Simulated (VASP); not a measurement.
**BeH4: single point with PBE**

Crystal: BeH4.

```xyz
5
Lattice="-1.8289 1.8289 1.8289 1.8289 -1.8289 1.8289 1.8289 1.8289 -1.8289" Properties=species:S:1:pos:R:3 pbc="T T T"
Be    0.0000    0.0000    0.0000
H     0.9148    0.9148    0.9148
H     0.9141    0.9141   -0.9141
H     0.9141   -0.9141    0.9141
H    -0.9141    0.9141    0.9141
```

- Program: VASP 6.6.1
- Task: single point
- Functional: PBE
- Potentials or basis: VASP PAW PBE potentials, release 64 (Be, H)
- Cutoff: 520 eV
- k mesh: 6 × 6 × 6
- Occupations: gaussian, width 0.1 eV
- Spin: no spin polarisation

```yaml
Pressure: 0.0 GPa
Largest_force: 0.006 eV/Å
Band_gap_on_the_k_mesh: zero (band 3 reaches 4.49 eV, above the bottom of band 4 at -1.00 eV)
```

Forces in eV/Å, atoms in the order of the input:
```
Be   0.000  0.000  0.000
H   -0.003 -0.003 -0.003
H    0.003  0.003 -0.003
H    0.003 -0.003  0.003
H   -0.003  0.003  0.003
```

Levels at points of the mesh, in eV from the Fermi level:
```
           k point  band 1  band 2  band 3  band 4  band 5  band 6  band 7  band 8
(0.00, 0.00, 0.00)  -11.96    2.54    2.54    2.54    6.22    6.22    6.22   14.60
(0.50, 0.00, 0.00)   -7.47   -7.09   -1.19    0.84    5.33    9.05   14.78   15.44
(0.50, 0.50, 0.50)   -5.28   -5.28   -5.28    1.92    4.27    4.27    8.38   18.90
```

Wall time 2.2 s on 1 thread of Intel(R) Xeon(R) 6975P-C (Granite Rapids), with other jobs on the host, peak memory 0.13 GiB.

Caveat: the k points lie up to 0.40 Å⁻¹ apart.
